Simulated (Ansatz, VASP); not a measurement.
## One calculation of AlN, two programs

```
CELL_PARAMETERS angstrom
3.31212 0.00000 0.00000
-1.65606 2.86838 0.00000
0.00000 0.00000 4.18756
ATOMIC_POSITIONS crystal
Al 0.33333 0.66667 0.75000
Al 0.66667 0.33333 0.25000
N 0.33333 0.66667 0.25000
N 0.66667 0.33333 0.75000
```

Alike in both runs: task single point; functional PBEsol; k mesh 12 × 12 × 6; no spin polarisation.

|  | VASP | Ansatz |
| --- | --- | --- |
| version | VASP 6.6.1 | Ansatz 0.2.0 |
| potentials or method | VASP PAW PBE potentials, release 64 (Al, N), cutoff 520 eV | plane waves, PAW |
| occupations | gaussian, width 0.01 eV | fixed |
| valence electrons in the cell | 16 | 16 |

Ansatz gave:

```
gap on the k mesh at the Fermi level (eV)                     : 3.18
pressure (GPa)                                                : -3.5
traceless stress, the component that is largest in VASP (GPa) : -0.56
```

Problem. Which values does VASP return?

Solution. gap on the k mesh at the Fermi level (eV): 3.19; pressure (GPa): -3.5; traceless stress, the component that is largest in VASP (GPa): -0.59.

VASP's potentials were made for PBE, not for PBEsol.
